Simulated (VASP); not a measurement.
# Si (P6_3/mmc) in VASP: further runs

Runs on Si. Level: LDA. Tasks: single point.

Everything below comes from runs of VASP 6.6.1. Logs are shortened: lines on timing, memory, paths and dates and some standing lists are left out, and cuts for length are marked.

## Step 1: The cell of the first run

Symmetry: P6_3/mmc, No. 194, hexagonal system. The conventional cell has a = 2.630 Å, b = 2.630 Å, c = 4.436 Å, α = 90.00°, β = 90.00°, γ = 120.00°. Within 3.5 Å of Si (site symmetry -6m2) lie 12 Si at 2.63 to 2.69 Å.

## Step 2: Single point, LDA (volume scaled by 0.96)

INCAR

```
SYSTEM = Si
PREC = Accurate
ENCUT = 520
EDIFF = 1E-6
ISMEAR = -1
SIGMA = 0.1
LREAL = .False.
LASPH = .True.
NELM = 100
ALGO = Normal
ISIF = 2
LWAVE = .False.
LCHARG = .True.
LELF = .True.
LVHAR = .True.
NBANDS = 11
```

KPOINTS

```
regular mesh
0
Gamma
  15 15 8
  0 0 0
```

POSCAR

```
Si
1.0
    2.6296187756      0.0000000000      0.0000000000
   -1.3148093878      2.2773166620      0.0000000000
    0.0000000000      0.0000000000      4.4356630283
Si
2
Direct
    0.3333333333      0.6666666667      0.2500000000
    0.6666666667      0.3333333333      0.7500000000
```

Potentials or basis: VASP PAW LDA potentials, release 64 (Si).

Run with:

```sh
$ cat potpaw_LDA.64/Si/POTCAR > POTCAR
$ mpirun -np 1 vasp_std > vasp.out
```

OUTCAR:

```text
SYSTEM = Si
   PREC = Accurate
   ENCUT = 520
   EDIFF = 1E-6
   ISMEAR = -1
   LREAL = .False.
   LASPH = .True.
   NELM = 100
   ISIF = 2

 ion  position               nearest neighbor table
   1  0.333  0.667  0.250-   2 2.69   2 2.69   2 2.69   2 2.69   2 2.69   2 2.69
   2  0.667  0.333  0.750-   1 2.69   1 2.69   1 2.69   1 2.69   1 2.69   1 2.69

  LATTYP: Found a hexagonal cell.
 ALAT       =     2.6296187756
 C/A-ratio  =     1.6868083957

  Lattice vectors:

 A1 = (   2.6296187756,   0.0000000000,   0.0000000000)
 A2 = (  -1.3148093878,   2.2773166620,   0.0000000000)
 A3 = (   0.0000000000,   0.0000000000,   4.4356630283)

Analysis of symmetry for initial positions (statically):
=====================================================================
 Subroutine PRICEL returns:
 Original cell was already a primitive cell.

 Routine SETGRP: Setting up the symmetry group for a
 hexagonal supercell.

 Subroutine GETGRP returns: Found 24 space group operations
 (whereof 12 operations were pure point group operations)
 out of a pool of 24 trial point group operations.

The static configuration has the point symmetry D_3d.
 The point group associated with its full space group is D_6h.

Analysis of symmetry for dynamics (positions and initial velocities):
=====================================================================
 Subroutine PRICEL returns:
 Original cell was already a primitive cell.

 Routine SETGRP: Setting up the symmetry group for a
 hexagonal supercell.

 Subroutine GETGRP returns: Found 24 space group operations
 (whereof 12 operations were pure point group operations)
 out of a pool of 24 trial point group operations.

The dynamic configuration has the point symmetry D_3d.
 The point group associated with its full space group is D_6h.

 Subroutine INISYM returns: Found 24 space group operations
 (whereof 12 operations are pure point group operations),
 and found     1 'primitive' translations

----------------------------------------------------------------------------------------

                                     Primitive cell

  volume of cell :      26.5629

  direct lattice vectors                    reciprocal lattice vectors
     2.629618776  0.000000000  0.000000000     0.380283260  0.219556642  0.000000000
    -1.314809388  2.277316662  0.000000000     0.000000000  0.439113285  0.000000000
     0.000000000  0.000000000  4.435663028     0.000000000  0.000000000  0.225445439

  length of vectors
     2.629618776  2.629618776  4.435663028     0.439113285  0.439113285  0.225445439

  position of ions in fractional coordinates (direct lattice)
     0.333333333  0.666666667  0.250000000
     0.666666667  0.333333333  0.750000000

  ion indices of the primitive-cell ions
   primitive index   ion index
                 1           1
                 2           2

----------------------------------------------------------------------------------------

 KPOINTS: regular mesh

Automatic generation of k-mesh.
 Grid dimensions read from file:
 generate k-points for:   15   15    8

 Generating k-lattice:

  Cartesian coordinates                     Fractional coordinates (reciprocal lattice)
     0.025352217  0.014637109  0.000000000     0.066666667  0.000000000  0.000000000
     0.000000000  0.029274219  0.000000000     0.000000000  0.066666667  0.000000000
     0.000000000  0.000000000  0.028180680     0.000000000  0.000000000  0.125000000

  Length of vectors
     0.029274219  0.029274219  0.028180680

  Shift w.r.t. Gamma in fractional coordinates (k-lattice)
     0.000000000  0.000000000  0.000000000

 Subroutine IBZKPT returns following result:
 ===========================================

 Found    135 irreducible k-points:

 Following reciprocal coordinates:
            Coordinates               Weight
  0.000000  0.000000  0.000000      1.000000
  0.066667  0.000000  0.000000      6.000000
  0.133333  0.000000  0.000000      6.000000
  0.200000 -0.000000  0.000000      6.000000
  0.266667  0.000000  0.000000      6.000000
  0.333333 -0.000000  0.000000      6.000000
[... 16 lines left out ...]
  0.333333  0.200000  0.000000     12.000000
  0.400000  0.200000  0.000000      6.000000
 [... further k-points ...]
   k-points           NKPTS =    135   k-points in BZ     NKDIM =    135   number of bands    NBANDS=     11
   number of dos      NEDOS =    301   number of ions     NIONS =      2
   total plane-waves  NPLWV =  14400
   dimension x,y,z NGX =    20 NGY =   20 NGZ =   36
   dimension x,y,z NGXF=    40 NGYF=   40 NGZF=   72
   ions per type =               2
   NGX,Y,Z   is equivalent  to a cutoff of  12.64, 12.64, 13.49 a.u.
   NGXF,Y,Z  is equivalent  to a cutoff of  25.29, 25.29, 26.99 a.u.
 SYSTEM =  Si
   PREC   = accura    normal or accurate (medium, high low for compatibility)
   ISTART =      0    job   : 0-new  1-cont  2-samecut
   ICHARG =      2    charge: 1-file 2-atom 10-const
   ISPIN  =      1    spin polarized calculation?
   LNONCOLLINEAR =      F non collinear calculations
   LSORBIT =      F    spin-orbit coupling
   LASPH  =      T    aspherical Exc in radial PAW
   ENCUT  =  520.0 eV  38.22 Ry    6.18 a.u.   4.89  4.89  8.25*2*pi/ulx,y,z
   NELM   =    100;   NELMIN=  2; NELMDL= -5     # of ELM steps
   EDIFF  = 0.1E-05   stopping-criterion for ELM
   LREAL  =      F    real-space projection
   EDIFFG = 0.1E-04   stopping-criterion for IOM
   NSW    =      0    number of steps for IOM
   IBRION =     -1    ionic relax: 0-MD 1-quasi-New 2-CG
   NFREE  =      0    steps in history (QN), initial steepest desc. (CG)
   ISIF   =      2    stress and relaxation
   ISYM   =      2    0-nonsym 1-usesym 2-fastsym
   POTIM  = 0.5000    time-step for ionic-motion
   TEBEG  =    0.0;   TEEND  =   0.0 temperature during run
   PSTRESS=    0.0 pullay stress
   NELECT =       8.0000    total number of electrons
   NUPDOWN=      -1.0000    fix difference up-down
   EMIN   =  10.00;   EMAX   =-10.00  energy-range for DOS
   EFERMI =   0.00;   METHOD = LEGACY
   ISMEAR =    -1;   SIGMA  =   0.10  broadening in eV -4-tet -1-fermi 0-gaus
   EFERMI_NEDOS =   21; number of points for ismear=-14 and -15
   IALGO  =     38    algorithm
   IMIX   =      4    mixing-type and parameters
     AMIX     =   0.40;   BMIX     =  1.00
     AMIX_MAG =   1.60;   BMIX_MAG =  1.00
  volume/ion in A,a.u.               =      13.28        89.63
  Fermi-wavevector in a.u.,A,eV,Ry     =   1.097354  2.073698 16.383929  1.204185
  Thomas-Fermi vector in A             =   2.233712
   LORBIT       =      0    0 simple, 1 ext, 2 COOP (PROOUT), +10 PAW based schemes
   GGA     = CA    functional components
   LHFCALC =     F    Hartree Fock is set to
   AEXX    =    0.0000 exact exchange contribution
   IVDW    =     0    specifies the selected vdW correction
   LEPSILON=     F    determine dielectric tensor
   LRPA    =     F    only Hartree local field effects (RPA)
 non-spin polarized calculation
  energy-cutoff  :      520.00
  volume of cell :       26.56
 maximum number of plane-waves:       738
 NGX is ok and might be reduce to    20
   NGX =  9   NGY =  9   NGZ = 17

 number of electron       8.0000000 magnetization

 Free energy of the ion-electron system (eV)
  ---------------------------------------------------
  ext. energy  EPLUGINS =         0.00000000
  ---------------------------------------------------
  free energy    TOTEN  =       -11.08442100 eV

  energy without entropy =      -11.06092464  energy(sigma->0) =      -11.07267282

 E-fermi :  11.3170     XC(G=0): -11.6130

 val. band max:       11.2992790399   @ k =   0.2667   0.2000   0.5000
 cond. band min:      11.3820510657   @ k =   0.4000  -0.0000   0.1250
 fundamental gap:      0.0827720258
 Fermi energy:        11.3170244493

 k-point     1 :       0.0000    0.0000    0.0000
  band No.  band energies     occupation
      1      -3.9022      2.00000
      2       2.9849      2.00000
      3       3.6977      2.00000
      4      20.5850      0.00000
      5      20.5850      0.00000
      6      21.8079      0.00000
      7      21.8079      0.00000
      8      22.5453      0.00000
      9      22.6034      0.00000
     10      25.1179      0.00000
     11      25.8837      0.00000

 k-point     2 :       0.0667    0.0000    0.0000
  band No.  band energies     occupation
      1      -3.7780      2.00000
      2       3.1071      2.00000
      3       3.8148      2.00000
      4      18.7438      0.00000
      5      19.5968      0.00000
      6      21.3378      0.00000
      7      22.5487      0.00000
      8      22.9087      0.00000
      9      23.4161      0.00000
     10      24.1869      0.00000
     11      24.9040      0.00000

 k-point     3 :       0.1333    0.0000    0.0000
  band No.  band energies     occupation
      1      -3.4057      2.00000
      2       3.4726      2.00000
      3       4.1659      2.00000
      4      15.9945      0.00000
      5      18.3665      0.00000
      6      20.4406      0.00000
      7      21.7185      0.00000
      8      21.9928      0.00000
      9      23.2912      0.00000
     10      24.1942      0.00000
     11      24.6451      0.00000

 k-point     4 :       0.2000   -0.0000    0.0000
  band No.  band energies     occupation
      1      -2.7870      2.00000
      2       4.0783      2.00000
      3       4.7501      2.00000
      4      13.2483      0.00000
      5      17.3112      0.00000
      6      19.2559      0.00000
      7      19.5217      0.00000
      8      20.1314      0.00000
      9      22.4597      0.00000
     10      24.1592      0.00000
     11      24.5072      0.00000
[... 239 lines left out ...]
 k-point    22 :       0.2667    0.2000    0.0000
  band No.  band energies     occupation
      1       0.6390      2.00000
      2       7.2155      2.00000
      3       7.9828      2.00000
      4       8.0063      2.00000
      5       9.6409      2.00000
      6      14.3070      0.00000
      7      14.7876      0.00000
      8      15.9956      0.00000
      9      17.6280      0.00000
     10      24.7293      0.00000
     11      26.9781      0.00000

 k-point    23 :       0.3333    0.2000    0.0000
  band No.  band energies     occupation
      1       2.0821      2.00000
      2       5.6772      2.00000
      3       8.7238      2.00000
      4       9.3059      2.00000
      5       9.3763      2.00000
      6      12.3584      0.00006
      7      12.9750      0.00000
      8      15.6620      0.00000
      9      17.0883      0.00000
     10      24.4945      0.00000
     11      27.9610      0.00000

 k-point    24 :       0.4000    0.2000    0.0000
  band No.  band energies     occupation
      1       3.5317      2.00000
      2       4.0196      2.00000
      3       9.0431      2.00000
      4      10.1792      1.99998
      5      10.3444      1.99988
      6      10.9097      1.96651
      7      11.7540      0.02500
      8      15.5523      0.00000
      9      16.9261      0.00000
     10      24.4088      0.00000
     11      28.6250      0.00000

 [... further k-points ...]
[... 5 lines left out ...]
  --------------------------------------------------------------------------------------
  -------------------------------------------------------------------------------------
  Total        0.5827294      0.5827294      0.7874199      0.0000000      0.0000000      0.0000000
  in kB       35.1481741     35.1481741     47.4943760      0.0000000      0.0000000      0.0000000
  external PRESSURE =      39.2635747 kB  Pullay stress =       0.0000000 kB

 VOLUME and BASIS-vectors are now :
 -----------------------------------------------------------------------------
  energy-cutoff  :      520.00
  volume of cell :       26.56
      direct lattice vectors                 reciprocal lattice vectors
     2.629618776  0.000000000  0.000000000     0.380283260  0.219556642  0.000000000
    -1.314809388  2.277316662  0.000000000     0.000000000  0.439113285  0.000000000
     0.000000000  0.000000000  4.435663028     0.000000000  0.000000000  0.225445439

 POSITION                                       TOTAL-FORCE (eV/Angst)
 -----------------------------------------------------------------------------------
     -0.00000      1.51821      1.10892        -0.000000      0.000000      0.000000
      1.31481      0.75911      3.32675         0.000000     -0.000000      0.000000
 -----------------------------------------------------------------------------------
    total drift:                                0.000000     -0.000000      0.000000

  FREE ENERGIE OF THE ION-ELECTRON SYSTEM (eV)
  ---------------------------------------------------
  free  energy   TOTEN  =       -11.0844210033 eV

  energy  without entropy=      -11.0609246434  energy(sigma->0) =      -11.07267282
```

Wall time 15 s (1 thread of AMD EPYC 9R45 (Zen 5), shared host); peak memory 0.11 GiB.

Results:

| Quantity | Value |
| --- | --- |
| Free energy | -11.0844 eV |
| Pressure | 3.9 GPa |
| Band gap on the k mesh | zero (band 4 reaches 20.59 eV, above the bottom of band 5 at 7.41 eV) |

(Part 1 of 2 ends here.)
